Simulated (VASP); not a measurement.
Wanted: the native input for a VASP 6.6.1 run.

```
Task                   : single point
Functional             : PBE
Potentials or basis    : VASP PAW PBE potentials, release 64 (K_sv, C)
Cutoff                 : 520 eV
k mesh                 : 14 × 14 × 14
Occupations            : gaussian, width 0.1 eV
Spin                   : no spin polarisation
Dipole correction      : no
Further INCAR settings : ALGO = Normal; EDIFF = 1e-07; NBANDS = 14
```

The structure of KC lies in POSCAR:

```
KC
1.0
    0.0000000000      3.2905329947      3.2905329947
    3.2905329947      0.0000000000      3.2905329947
    3.2905329947      3.2905329947      0.0000000000
K C
1 1
Direct
    0.0000000000      0.0000000000      0.0000000000
    0.7500000000      0.7500000000      0.7500000000
```

The cell was built from a structure type or drawn by symmetry, and may not be a known phase.

These files were run (other wordings do the same):

INCAR

```
SYSTEM = KC
ALGO = Normal ; EDIFF = 1E-7
ENCUT = 520 ; GGA = PE
ISIF = 2 ; ISMEAR = 0
LASPH = .True. ; LCHARG = .False.
LREAL = .False. ; LWAVE = .False.
NBANDS = 14 ; NELM = 100
PREC = Accurate ; SIGMA = 0.1
```

KPOINTS

```
k-points
0
Gamma
  14 14 14
  0 0 0
```

Potentials or basis: VASP PAW PBE potentials, release 64 (K_sv, C).

Run with:

```bash
$ cat potpaw_PBE.64/K_sv/POTCAR potpaw_PBE.64/C/POTCAR > POTCAR
$ mpirun -np 1 vasp_std > vasp.out
```

Results of the run:

The pressure is 0.0 GPa. The band gap on the k mesh is zero (an odd number of electrons rules out a gap without spin polarisation).

Wall time 55 s on 1 thread of Intel(R) Xeon(R) 6975P-C (Granite Rapids), on a shared host, peak memory 0.26 GiB.
